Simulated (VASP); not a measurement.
The system is Al2BAs3.

```
B Al As
1.0
     3.65507    0.00000    0.00000
    -1.82754    3.16539    0.00000
     0.00000    0.00000    8.95307
B Al As
1 2 3
Direct
  0.00000 0.00000 0.00000
  0.66667 0.33333 0.66667
  0.33333 0.66667 0.33333
  0.66667 0.33333 0.91667
  0.33333 0.66667 0.58333
  0.00000 0.00000 0.25000
```

* Program: VASP 6.6.1
* Task: relaxation of cell and atoms
* Functional: PBE
* Potentials or basis: VASP PAW PBE potentials, release 64 (B, Al, As)
* Cutoff: 600 eV
* k mesh: 12 × 12 × 4
* Occupations: fermi-dirac, width 0.02 eV
* Spin: no spin polarisation

At the start: pressure 21.3 GPa; volume 17.26 Å³/atom.

Q: How do energy, volume and symmetry change on relaxing?

A: Over 17 steps the energy falls by 301.4 meV/atom and the volume is 20.40 Å³/atom (+18.1 %); space group P3m1 (No. 156, to 0.1 Å) before and after.

The path:
| step | energy change (eV) | largest force (eV/Å) | pressure (GPa) | volume (Å³) |
| --- | --- | --- | --- | --- |
| 1 | 0.0000 | 3.6830 | 21.30 | 103.58 |
| 2 | -1.1005 | 0.9373 | -8.20 | 141.94 |
| 3 | -1.5857 | 1.1955 | -1.47 | 125.69 |
| 4 | -1.5860 | 1.2290 | -1.18 | 125.22 |
| 5 | -1.7210 | 0.6457 | -0.60 | 123.84 |
| 6 | -1.7727 | 0.4152 | 0.39 | 122.36 |
| 7 | -1.8035 | 0.2735 | 0.00 | 122.57 |
| 8 | -1.8039 | 0.2636 | 0.03 | 122.55 |
| 9 | -1.8079 | 0.0429 | -0.15 | 122.62 |
| 10 | -1.8079 | 0.0441 | -0.15 | 122.62 |
| 11 | -1.8083 | 0.0160 | 0.07 | 122.26 |
| 12 | -1.8083 | 0.0162 | 0.07 | 122.27 |
| 13 | -1.8084 | 0.0057 | 0.00 | 122.37 |
| 14 | -1.8084 | 0.0065 | 0.00 | 122.36 |
| 15 | -1.8084 | 0.0069 | 0.00 | 122.36 |
| 16 | -1.8084 | 0.0067 | 0.01 | 122.36 |
| 17 | -1.8084 | 0.0029 | 0.01 | 122.37 |

Final structure:
```
CELL_PARAMETERS angstrom
3.84223 0.00000 0.00000
-1.92112 3.32747 0.00000
0.00000 0.00000 9.57164
ATOMIC_POSITIONS crystal
B 0.00000 0.00000 0.00626
Al 0.66667 0.33333 0.67826
Al 0.33333 0.66667 0.32291
As 0.66667 0.33333 0.93806
As 0.33333 0.66667 0.57996
As 0.00000 0.00000 0.22454
```

Caveat: the volume moved by over 15 % at a fixed basis, so the end points are rough.
